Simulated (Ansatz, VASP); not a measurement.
KCl in VASP and in Ansatz

```xyz
2
Lattice="0.0316 3.1561 3.1561 3.1561 0.0316 3.1561 3.1877 3.1877 0.0000" Properties=species:S:1:pos:R:3 pbc="T T T"
K     0.0000    0.0000    0.0000
Cl    3.1877    3.1877    3.1561
```

Change from the starting cell: xy shear strain of +2 %.

Alike in both runs: task single point; functional PBE; k mesh 7 × 7 × 7; occupations fermi-dirac, width 0.03 eV; no spin polarisation.

|  | VASP | Ansatz |
| --- | --- | --- |
| version | VASP 6.6.1 | Ansatz 0.2.0 |
| potentials or method | VASP PAW PBE potentials, release 64 (K_sv, Cl), cutoff 520 eV | all-electron LAPW, scalar-relativistic |

```tsv
	VASP	Ansatz	Ansatz less VASP
gap on the k mesh at the Fermi level (eV)	5.14	5.14	+0.002
pressure (GPa)	0.6	0.6	-0.02
traceless stress, the component that is largest in VASP (GPa)	-0.13	-0.13	-0.001
```

Ansatz ran all-electron here, and VASP with PAW potentials.
